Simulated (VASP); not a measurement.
Wanted: the native input for a VASP 6.6.1 run.

* Task: relaxation of the atoms
* Functional: PBE
* Potentials or basis: VASP PAW PBE potentials, release 64 (Sr_sv, Ti_sv, O)
* Cutoff: 520 eV
* k mesh: 8 × 8 × 8
* Occupations: fermi-dirac, width 0.02 eV
* Spin: no spin polarisation
* Dipole correction: no
* Further INCAR settings: ALGO = Normal; EDIFF = 1e-07; IBRION = 2; EDIFFG = -0.02; NSW = 80

The structure of SrTiO3 lies in POSCAR:

```
SrTiO3
1.0
    3.9050000000      0.0000000000      0.0000000000
    0.0000000000      3.9050000000      0.0000000000
    0.0000000000      0.0000000000      3.9440500000
Sr Ti O
1 1 3
Direct
    0.0000000000      0.0000000000      0.0000000000
    0.5000000000      0.5000000000      0.5000000000
    0.0000000000      0.5000000000      0.5000000000
    0.5000000000      0.0000000000      0.5000000000
    0.5000000000      0.5000000000      0.0000000000
```

This cell differs from its parent crystal: z stretched by +1 %.

These files were run (other wordings do the same):

INCAR

```
SYSTEM = SrTiO3
PREC = Accurate ; ENCUT = 520
EDIFF = 1E-7 ; ISMEAR = -1
SIGMA = 0.02 ; LREAL = .FALSE.
LASPH = .TRUE. ; NELM = 120
ALGO = Normal ; ISIF = 2
LWAVE = .FALSE. ; LCHARG = .FALSE.
GGA = PE ; IBRION = 2
NSW = 80 ; EDIFFG = -0.02
GGA_COMPAT = .FALSE. ; NELMIN = 4
```

KPOINTS

```
Automatic mesh
0
G
  8 8 8
  0 0 0
```

Potentials or basis: VASP PAW PBE potentials, release 64 (Sr_sv, Ti_sv, O).

The run is started by

```sh
$ cat potpaw_PBE.64/Sr_sv/POTCAR potpaw_PBE.64/Ti_sv/POTCAR potpaw_PBE.64/O/POTCAR > POTCAR
$ mpirun -np 1 vasp_std > vasp.out
```

Results of the run:

* Pressure after relaxing: 3.1 GPa
* Band gap on the k mesh: 1.82 eV (least direct gap 2.19 eV)

Caveat: the cell differs from its parent crystal (z stretched by +1 %).

It took 3.4 min on 1 thread of Oxide Virtual Turin-like Processor, with other jobs on the host, peak memory 0.22 GiB.
